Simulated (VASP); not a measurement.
MgH2:

```
Mg H
1.0
     4.48495    0.00000    0.00000
     0.00000    4.48495    0.00000
     0.00000    0.00000    2.99641
Mg H
2 4
Direct
  0.00000 0.00000 0.00000
  0.50000 0.50000 0.50000
  0.30468 0.30468 0.00000
  0.19532 0.80468 0.50000
  0.69532 0.69532 0.00000
  0.80468 0.19532 0.50000
```

Base run:

* Program: VASP 6.6.1
* Functional: r2SCAN
* Potentials or basis: VASP PAW PBE potentials, release 64 (Mg, H)
* Cutoff: 520 eV
* k mesh: 6 × 6 × 8
* Occupations: gaussian, width 0.01 eV
* Spin: no spin polarisation

Its results: band gap on the k mesh 4.46 eV, indirect (least direct gap 5.25 eV); pressure -0.4 GPa.

**Question.** The run is repeated on the same cell with these changes: functional from r2SCAN to PBE; occupations from gaussian, width 0.01 eV to fermi-dirac, width 0.02 eV. What comes out?

**Answer.** Band gap on the k mesh 3.84 eV, indirect (least direct gap 4.60 eV); pressure 0.7 GPa.

Caveats: the PAW data sets were made with another functional, which shifts forces and pressure a little (some runs).

A k mesh can miss the band edges.
